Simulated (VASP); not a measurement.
# Cu (P6/mmm) in VASP: further runs, part 2 of 2

VASP 6.6.1. Earlier steps stand in the parts before.

## (5) Single point, PBE (volume scaled by 0.92)

The input, INCAR:

```
SYSTEM = Cu
PREC = Accurate
ENCUT = 520
EDIFF = 1E-6
ISMEAR = -1
SIGMA = 0.05
LREAL = .FALSE.
LASPH = .TRUE.
NELM = 100
ALGO = Normal
ISIF = 2
LWAVE = .FALSE.
LCHARG = .TRUE.
GGA = PE
LELF = .TRUE.
LVHAR = .TRUE.
NBANDS = 12
```

The input, KPOINTS:

```
regular mesh
0
G
  17 17 16
  0 0 0
```

The input, POSCAR:

```
Cu
1.0
    2.4253202321      0.0000000000      0.0000000000
   -1.2126601161      2.1003889333      0.0000000000
    0.0000000000      0.0000000000      2.3497805056
Cu
1
Direct
    0.0000000000      0.0000000000      0.0000000000
```

Potentials or basis: VASP PAW PBE potentials, release 64 (Cu).

Launch:

```bash
$ cat potpaw_PBE.64/Cu/POTCAR > POTCAR
$ mpirun -np 1 vasp_std > vasp.out
```

OUTCAR:

```text
SYSTEM = Cu
   PREC = Accurate
   ENCUT = 520
   EDIFF = 1E-6
   ISMEAR = -1
   LREAL = .FALSE.
   LASPH = .TRUE.
   NELM = 100
   ISIF = 2
   GGA = PE

 ion  position               nearest neighbor table
   1  0.000  0.000  0.000-

  LATTYP: Found a hexagonal cell.
 ALAT       =     2.4253202321
 C/A-ratio  =     0.9688537103

  Lattice vectors:

 A1 = (   2.4253202321,   0.0000000000,   0.0000000000)
 A2 = (  -1.2126601161,   2.1003889333,   0.0000000000)
 A3 = (   0.0000000000,   0.0000000000,   2.3497805056)

Analysis of symmetry for initial positions (statically):
=====================================================================
 Subroutine PRICEL returns:
 Original cell was already a primitive cell.

 Routine SETGRP: Setting up the symmetry group for a
 hexagonal supercell.

 Subroutine GETGRP returns: Found 24 space group operations
 (whereof 24 operations were pure point group operations)
 out of a pool of 24 trial point group operations.

The static configuration has the point symmetry D_6h.

Analysis of symmetry for dynamics (positions and initial velocities):
=====================================================================
 Subroutine PRICEL returns:
 Original cell was already a primitive cell.

 Routine SETGRP: Setting up the symmetry group for a
 hexagonal supercell.

 Subroutine GETGRP returns: Found 24 space group operations
 (whereof 24 operations were pure point group operations)
 out of a pool of 24 trial point group operations.

The dynamic configuration has the point symmetry D_6h.

 Subroutine INISYM returns: Found 24 space group operations
 (whereof 24 operations are pure point group operations),
 and found     1 'primitive' translations

----------------------------------------------------------------------------------------

                                     Primitive cell

[... 108 lines left out ...]
     AMIX_MAG =   1.60;   BMIX_MAG =  1.00
  volume/ion in A,a.u.               =      11.97        80.78
  Fermi-wavevector in a.u.,A,eV,Ry     =   1.591624  3.007732 34.467170  2.533266
  Thomas-Fermi vector in A             =   2.690135
   LORBIT       =      0    0 simple, 1 ext, 2 COOP (PROOUT), +10 PAW based schemes
   GGA     = PE    functional components
   LHFCALC =     F    Hartree Fock is set to
   AEXX    =    0.0000 exact exchange contribution
   IVDW    =     0    specifies the selected vdW correction
   LEPSILON=     F    determine dielectric tensor
   LRPA    =     F    only Hartree local field effects (RPA)
 non-spin polarized calculation
  energy-cutoff  :      520.00
  volume of cell :       11.97
 maximum number of plane-waves:       334
 NGX is ok and might be reduce to    18
   NGX =  9   NGY =  9   NGZ =  9

 number of electron      11.0000011 magnetization

 Free energy of the ion-electron system (eV)
  ---------------------------------------------------
  ext. energy  EPLUGINS =         0.00000000
  ---------------------------------------------------
  free energy    TOTEN  =        -3.42914568 eV

  energy without entropy =       -3.42725263  energy(sigma->0) =       -3.42819915

 E-fermi :   7.3584     XC(G=0): -12.5964

 val. band max:        7.3410002597   @ k =   0.2353   0.2353   0.1250
 cond. band min:       7.3791629909   @ k =   0.1765   0.0588   0.4375
 fundamental gap:      0.0381627313
 Fermi energy:         7.3584133651

 k-point     1 :       0.0000    0.0000    0.0000
  band No.  band energies     occupation
      1      -1.7950      2.00000
      2       2.9815      2.00000
      3       4.3598      2.00000
      4       4.3598      2.00000
      5       5.8634      2.00000
      6       5.8634      2.00000
      7      24.9671      0.00000
      8      29.6412      0.00000
      9      30.4840      0.00000
     10      32.3287      0.00000
     11      32.3287      0.00000
     12      34.7973      0.00000
[... 331 lines left out ...]
 k-point    24 :       0.1765    0.1765    0.0000
  band No.  band energies     occupation
      1       1.2446      2.00000
      2       3.4937      2.00000
      3       3.6336      2.00000
      4       5.2606      2.00000
      5       5.6762      2.00000
      6       5.7102      2.00000
      7      19.5861      0.00000
      8      19.7768      0.00000
      9      29.1519      0.00000
     10      31.1876      0.00000
     11      35.5861      0.00000
     12      38.3218      0.00000

 [... further k-points ...]
[... 5 lines left out ...]
  --------------------------------------------------------------------------------------
  -------------------------------------------------------------------------------------
  Total        0.9340657      0.9340657      0.9101536     -0.0000000     -0.0000000      0.0000000
  in kB      125.0235706    125.0235706    121.8229622     -0.0000000     -0.0000000      0.0000000
  external PRESSURE =     123.9567012 kB  Pullay stress =       0.0000000 kB

 VOLUME and BASIS-vectors are now :
 -----------------------------------------------------------------------------
  energy-cutoff  :      520.00
  volume of cell :       11.97
      direct lattice vectors                 reciprocal lattice vectors
     2.425320232  0.000000000  0.000000000     0.412316686  0.238051150  0.000000000
    -1.212660116  2.100388933  0.000000000     0.000000000  0.476102299  0.000000000
     0.000000000  0.000000000  2.349780506     0.000000000  0.000000000  0.425571664

 POSITION                                       TOTAL-FORCE (eV/Angst)
 -----------------------------------------------------------------------------------
      0.00000      0.00000      0.00000         0.000000      0.000000      0.000000
 -----------------------------------------------------------------------------------
    total drift:                               -0.000000      0.000000      0.000000

  FREE ENERGIE OF THE ION-ELECTRON SYSTEM (eV)
  ---------------------------------------------------
  free  energy   TOTEN  =        -3.4291456822 eV

  energy  without entropy=       -3.4272526270  energy(sigma->0) =       -3.42819915
```

OSZICAR:

```text
N       E                     dE             d eps       ncg     rms          rms(c)
DAV:   1     0.441062735309E+02    0.44106E+02   -0.54215E+03  7780   0.154E+03
DAV:   2    -0.281443607418E+01   -0.46921E+02   -0.43101E+02  7388   0.204E+02
DAV:   3    -0.425729423552E+01   -0.14429E+01   -0.14308E+01  8264   0.413E+01
DAV:   4    -0.426650748065E+01   -0.92132E-02   -0.92122E-02  8052   0.291E+00
DAV:   5    -0.426659926484E+01   -0.91784E-04   -0.91783E-04  8472   0.300E-01    0.750E+00
DAV:   6    -0.378137661829E+01    0.48522E+00   -0.13198E+01  8452   0.693E+01    0.370E+00
DAV:   7    -0.344187915153E+01    0.33950E+00   -0.20362E+00  8432   0.276E+01    0.555E-01
DAV:   8    -0.343111508139E+01    0.10764E-01   -0.58874E-03  8536   0.126E+00    0.339E-01
DAV:   9    -0.342913534911E+01    0.19797E-02   -0.10168E-02  8700   0.176E+00    0.175E-02
DAV:  10    -0.342914627007E+01   -0.10921E-04   -0.28458E-05  8092   0.667E-02    0.613E-03
DAV:  11    -0.342914568217E+01    0.58790E-06   -0.10930E-06  7028   0.189E-02
   1 F= -.34291457E+01 E0= -.34281992E+01  d E =-.189306E-02
```

Wall time 35 s (1 thread of Intel Xeon Platinum 8375C at 2.90GHz (Ice Lake), shared host); peak memory 0.15 GiB.

Results:

```
Free energy : -3.4291 eV
Pressure    : 12.4 GPa
```

## (6) Single point, PBE (volume scaled by 0.92)

The input, INCAR:

```
ALGO = Normal
EDIFF = 1E-6
ENCUT = 520
GGA = PE
ISIF = 2
ISMEAR = -1
LASPH = T
LCHARG = F
LREAL = F
LWAVE = F
NBANDS = 12
NELM = 100
PREC = Accurate
SIGMA = 0.05
```

The input, KPOINTS:

```
k-points
0
Gamma
  17 17 16
```

POSCAR is that of step 5.

Potentials or basis: VASP PAW PBE potentials, release 64 (Cu).

Launch:

```bash
$ cat potpaw_PBE.64/Cu/POTCAR > POTCAR
$ mpirun -np 1 vasp_std > vasp.out
```

OUTCAR:

```text
EDIFF = 1E-6
   ENCUT = 520
   GGA = PE
   ISIF = 2
   ISMEAR = -1
   LASPH = T
   LREAL = F
   NELM = 100
   PREC = Accurate

 ion  position               nearest neighbor table
   1  0.000  0.000  0.000-

  LATTYP: Found a hexagonal cell.
 ALAT       =     2.4253202321
 C/A-ratio  =     0.9688537103

  Lattice vectors:

 A1 = (   2.4253202321,   0.0000000000,   0.0000000000)
 A2 = (  -1.2126601161,   2.1003889333,   0.0000000000)
 A3 = (   0.0000000000,   0.0000000000,   2.3497805056)

Analysis of symmetry for initial positions (statically):
=====================================================================
 Subroutine PRICEL returns:
 Original cell was already a primitive cell.

 Routine SETGRP: Setting up the symmetry group for a
 hexagonal supercell.

 Subroutine GETGRP returns: Found 24 space group operations
 (whereof 24 operations were pure point group operations)
 out of a pool of 24 trial point group operations.

The static configuration has the point symmetry D_6h.

Analysis of symmetry for dynamics (positions and initial velocities):
=====================================================================
 Subroutine PRICEL returns:
 Original cell was already a primitive cell.

 Routine SETGRP: Setting up the symmetry group for a
 hexagonal supercell.

 Subroutine GETGRP returns: Found 24 space group operations
 (whereof 24 operations were pure point group operations)
 out of a pool of 24 trial point group operations.

The dynamic configuration has the point symmetry D_6h.

 Subroutine INISYM returns: Found 24 space group operations
 (whereof 24 operations are pure point group operations),
 and found     1 'primitive' translations

----------------------------------------------------------------------------------------

                                     Primitive cell

  volume of cell :      11.9701

  direct lattice vectors                    reciprocal lattice vectors
     2.425320232  0.000000000  0.000000000     0.412316686  0.238051150  0.000000000
    -1.212660116  2.100388933  0.000000000     0.000000000  0.476102299  0.000000000
     0.000000000  0.000000000  2.349780506     0.000000000  0.000000000  0.425571664

  length of vectors
     2.425320232  2.425320232  2.349780506     0.476102299  0.476102299  0.425571664

  position of ions in fractional coordinates (direct lattice)
     0.000000000  0.000000000  0.000000000

  ion indices of the primitive-cell ions
   primitive index   ion index
                 1           1

----------------------------------------------------------------------------------------

 KPOINTS: k-points

Automatic generation of k-mesh.
 Grid dimensions read from file:
 generate k-points for:   17   17   16

 Generating k-lattice:

  Cartesian coordinates                     Fractional coordinates (reciprocal lattice)
     0.024253923  0.014003009  0.000000000     0.058823529 -0.000000000  0.000000000
     0.000000000  0.028006018  0.000000000     0.000000000  0.058823529  0.000000000
     0.000000000  0.000000000  0.026598229     0.000000000  0.000000000  0.062500000

  Length of vectors
     0.028006018  0.028006018  0.026598229

  Shift w.r.t. Gamma in fractional coordinates (k-lattice)
     0.000000000  0.000000000  0.000000000

 Subroutine IBZKPT returns following result:
 ===========================================

 Found    297 irreducible k-points:

 Following reciprocal coordinates:
            Coordinates               Weight
  0.000000  0.000000  0.000000      1.000000
  0.058824  0.000000  0.000000      6.000000
  0.117647  0.000000  0.000000      6.000000
  0.176471  0.000000  0.000000      6.000000
  0.235294  0.000000  0.000000      6.000000
  0.294118  0.000000  0.000000      6.000000
[... 16 lines left out ...]
  0.411765  0.117647  0.000000     12.000000
  0.176471  0.176471  0.000000      6.000000
 [... further k-points ...]
   k-points           NKPTS =    297   k-points in BZ     NKDIM =    297   number of bands    NBANDS=     12
   number of dos      NEDOS =    301   number of ions     NIONS =      1
   total plane-waves  NPLWV =   5832
   dimension x,y,z NGX =    18 NGY =   18 NGZ =   18
   dimension x,y,z NGXF=    36 NGYF=   36 NGZF=   36
   ions per type =               1
   NGX,Y,Z   is equivalent  to a cutoff of  12.34, 12.34, 12.73 a.u.
   NGXF,Y,Z  is equivalent  to a cutoff of  24.68, 24.68, 25.47 a.u.
 SYSTEM =  unknown system
   PREC   = accura    normal or accurate (medium, high low for compatibility)
   ISTART =      0    job   : 0-new  1-cont  2-samecut
   ICHARG =      2    charge: 1-file 2-atom 10-const
   ISPIN  =      1    spin polarized calculation?
   LNONCOLLINEAR =      F non collinear calculations
   LSORBIT =      F    spin-orbit coupling
   LASPH  =      T    aspherical Exc in radial PAW
   ENCUT  =  520.0 eV  38.22 Ry    6.18 a.u.   4.51  4.51  4.37*2*pi/ulx,y,z
   NELM   =    100;   NELMIN=  2; NELMDL= -5     # of ELM steps
   EDIFF  = 0.1E-05   stopping-criterion for ELM
   LREAL  =      F    real-space projection
   EDIFFG = 0.1E-04   stopping-criterion for IOM
   NSW    =      0    number of steps for IOM
   IBRION =     -1    ionic relax: 0-MD 1-quasi-New 2-CG
   NFREE  =      0    steps in history (QN), initial steepest desc. (CG)
   ISIF   =      2    stress and relaxation
   ISYM   =      2    0-nonsym 1-usesym 2-fastsym
   POTIM  = 0.5000    time-step for ionic-motion
   TEBEG  =    0.0;   TEEND  =   0.0 temperature during run
   PSTRESS=    0.0 pullay stress
   NELECT =      11.0000    total number of electrons
   NUPDOWN=      -1.0000    fix difference up-down
   EMIN   =  10.00;   EMAX   =-10.00  energy-range for DOS
   EFERMI =   0.00;   METHOD = LEGACY
   ISMEAR =    -1;   SIGMA  =   0.05  broadening in eV -4-tet -1-fermi 0-gaus
   EFERMI_NEDOS =   21; number of points for ismear=-14 and -15
   IALGO  =     38    algorithm
   IMIX   =      4    mixing-type and parameters
     AMIX     =   0.40;   BMIX     =  1.00
     AMIX_MAG =   1.60;   BMIX_MAG =  1.00
  volume/ion in A,a.u.               =      11.97        80.78
  Fermi-wavevector in a.u.,A,eV,Ry     =   1.591624  3.007732 34.467170  2.533266
  Thomas-Fermi vector in A             =   2.690135
   LORBIT       =      0    0 simple, 1 ext, 2 COOP (PROOUT), +10 PAW based schemes
   GGA     = PE    functional components
   LHFCALC =     F    Hartree Fock is set to
   AEXX    =    0.0000 exact exchange contribution
   IVDW    =     0    specifies the selected vdW correction
   LEPSILON=     F    determine dielectric tensor
   LRPA    =     F    only Hartree local field effects (RPA)
 non-spin polarized calculation
  energy-cutoff  :      520.00
  volume of cell :       11.97
 maximum number of plane-waves:       334
 NGX is ok and might be reduce to    18
   NGX =  9   NGY =  9   NGZ =  9

 number of electron      11.0000011 magnetization

 Free energy of the ion-electron system (eV)
  ---------------------------------------------------
  ext. energy  EPLUGINS =         0.00000000
  ---------------------------------------------------
  free energy    TOTEN  =        -3.42914568 eV

  energy without entropy =       -3.42725263  energy(sigma->0) =       -3.42819915

 E-fermi :   7.3584     XC(G=0): -12.5964

 val. band max:        7.3410002597   @ k =   0.2353   0.2353   0.1250
 cond. band min:       7.3791629909   @ k =   0.1765   0.0588   0.4375
 fundamental gap:      0.0381627313
 Fermi energy:         7.3584133651

 k-point     1 :       0.0000    0.0000    0.0000
  band No.  band energies     occupation
      1      -1.7950      2.00000
      2       2.9815      2.00000
      3       4.3598      2.00000
      4       4.3598      2.00000
      5       5.8634      2.00000
      6       5.8634      2.00000
      7      24.9671      0.00000
      8      29.6412      0.00000
      9      30.4840      0.00000
     10      32.3287      0.00000
     11      32.3287      0.00000
     12      34.7973      0.00000

 k-point     2 :       0.0588    0.0000    0.0000
  band No.  band energies     occupation
      1      -1.6694      2.00000
      2       3.0073      2.00000
      3       4.3198      2.00000
      4       4.4091      2.00000
      5       5.8279      2.00000
      6       5.8569      2.00000
      7      25.1357      0.00000
      8      29.2016      0.00000
      9      29.6872      0.00000
     10      31.2281      0.00000
     11      31.4496      0.00000
     12      36.0461      0.00000
[... 316 lines left out ...]
 k-point    24 :       0.1765    0.1765    0.0000
  band No.  band energies     occupation
      1       1.2446      2.00000
      2       3.4937      2.00000
      3       3.6336      2.00000
      4       5.2606      2.00000
      5       5.6762      2.00000
      6       5.7102      2.00000
      7      19.5861      0.00000
      8      19.7768      0.00000
      9      29.1519      0.00000
     10      31.1876      0.00000
     11      35.5861      0.00000
     12      38.3218      0.00000

 [... further k-points ...]
[... 5 lines left out ...]
  --------------------------------------------------------------------------------------
  -------------------------------------------------------------------------------------
  Total        0.9340657      0.9340657      0.9101536     -0.0000000     -0.0000000      0.0000000
  in kB      125.0235706    125.0235706    121.8229622     -0.0000000     -0.0000000      0.0000000
  external PRESSURE =     123.9567012 kB  Pullay stress =       0.0000000 kB

 VOLUME and BASIS-vectors are now :
 -----------------------------------------------------------------------------
  energy-cutoff  :      520.00
  volume of cell :       11.97
      direct lattice vectors                 reciprocal lattice vectors
     2.425320232  0.000000000  0.000000000     0.412316686  0.238051150  0.000000000
    -1.212660116  2.100388933  0.000000000     0.000000000  0.476102299  0.000000000
     0.000000000  0.000000000  2.349780506     0.000000000  0.000000000  0.425571664

 POSITION                                       TOTAL-FORCE (eV/Angst)
 -----------------------------------------------------------------------------------
      0.00000      0.00000      0.00000         0.000000      0.000000      0.000000
 -----------------------------------------------------------------------------------
    total drift:                               -0.000000      0.000000      0.000000

  FREE ENERGIE OF THE ION-ELECTRON SYSTEM (eV)
  ---------------------------------------------------
  free  energy   TOTEN  =        -3.4291456822 eV

  energy  without entropy=       -3.4272526270  energy(sigma->0) =       -3.42819915
```

OSZICAR:

```text
N       E                     dE             d eps       ncg     rms          rms(c)
DAV:   1     0.441062735309E+02    0.44106E+02   -0.54215E+03  7780   0.154E+03
DAV:   2    -0.281443607418E+01   -0.46921E+02   -0.43101E+02  7388   0.204E+02
DAV:   3    -0.425729423552E+01   -0.14429E+01   -0.14308E+01  8264   0.413E+01
DAV:   4    -0.426650748065E+01   -0.92132E-02   -0.92122E-02  8052   0.291E+00
DAV:   5    -0.426659926484E+01   -0.91784E-04   -0.91783E-04  8472   0.300E-01    0.750E+00
DAV:   6    -0.378137661829E+01    0.48522E+00   -0.13198E+01  8452   0.693E+01    0.370E+00
DAV:   7    -0.344187915153E+01    0.33950E+00   -0.20362E+00  8432   0.276E+01    0.555E-01
DAV:   8    -0.343111508139E+01    0.10764E-01   -0.58874E-03  8536   0.126E+00    0.339E-01
DAV:   9    -0.342913534911E+01    0.19797E-02   -0.10168E-02  8700   0.176E+00    0.175E-02
DAV:  10    -0.342914627007E+01   -0.10921E-04   -0.28458E-05  8092   0.667E-02    0.613E-03
DAV:  11    -0.342914568217E+01    0.58790E-06   -0.10930E-06  7028   0.189E-02
   1 F= -.34291457E+01 E0= -.34281992E+01  d E =-.189306E-02
```

Run time: 36 s. Hardware: 1 thread of Intel Xeon Platinum 8375C at 2.90GHz (Ice Lake), shared host; peak memory 0.15 GiB.

What came out:

```
Free energy : -3.4291 eV
Pressure    : 12.4 GPa
```

Levels at points of the mesh, in eV from the Fermi level:
| k point | band 3 | band 4 | band 5 | band 6 | band 7 | band 8 | band 9 | band 10 |
| --- | --- | --- | --- | --- | --- | --- | --- | --- |
| (0.00, 0.00, 0.00) | -3.00 | -3.00 | -1.50 | -1.50 | 17.61 | 22.28 | 23.13 | 24.97 |
| (0.00, 0.00, 0.50) | -2.79 | -2.25 | -2.25 | -2.14 | 1.97 | 27.74 | 29.95 | 30.49 |

## (7) Overview

```tsv
cell	gap on the mesh (eV)	pressure (GPa)
a = 2.200, b = 2.200, c = 2.111 Å, angles 90.0, 90.0, 120.0°, 1 atom	none	118.9
a = 2.281, b = 2.281, c = 2.195 Å, angles 90.0, 90.0, 120.0°, 1 atom	none	64.5
a = 2.356, b = 2.356, c = 2.274 Å, angles 90.0, 90.0, 120.0°, 1 atom	none	32.2
a = 2.425, b = 2.425, c = 2.350 Å, angles 90.0, 90.0, 120.0°, 1 atom	none	12.4
```

Alike in all rows: task single point; level PBE; potentials or basis VASP PAW PBE potentials, release 64 (Cu); no spin polarisation; k mesh 17 × 17 × 16; cutoff (eV) 520; smearing fermi-dirac 0.05 eV.

Absolute energies hang on the potentials; compare differences alone.
